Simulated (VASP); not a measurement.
A run of VASP 6.6.1:

INCAR

```
PREC = Accurate ; ENCUT = 520
EDIFF = 1E-7 ; ISMEAR = 0
SIGMA = 0.15 ; LREAL = False
LASPH = True ; NELM = 60
ALGO = Normal ; ISIF = 2
LWAVE = False ; LCHARG = False
GGA = CA ; NBANDS = 8
```

KPOINTS

```
regular mesh
0
Gamma
  24 24 24
```

The input POSCAR:

```
Si
1.0
    2.5693640249      0.0000000000      0.0000000000
   -1.2846820124      2.2929051115      0.0000000000
    0.0000000000      0.0000000000      2.4707612611
Si
1
Direct
    0.0000000000      0.0000000000      0.0000000000
```

Potentials or basis: VASP PAW LDA potentials, release 64 (Si).

The run is started by

```bash
$ cat potpaw_LDA.64/Si/POTCAR > POTCAR
$ mpirun -np 1 vasp_std > vasp.out
```

Hardware: 1 thread of Intel(R) Xeon(R) Platinum 8259CL CPU @ 2.50GHz (Skylake/Cascade Lake) (shared host).

Q: Estimate the wall time of this run.

A: Wall time 2.1 min on 1 thread of Intel(R) Xeon(R) Platinum 8259CL CPU @ 2.50GHz (Skylake/Cascade Lake), on a shared host, peak memory 0.29 GiB. Counts: scf iterations 11, k points 2041.
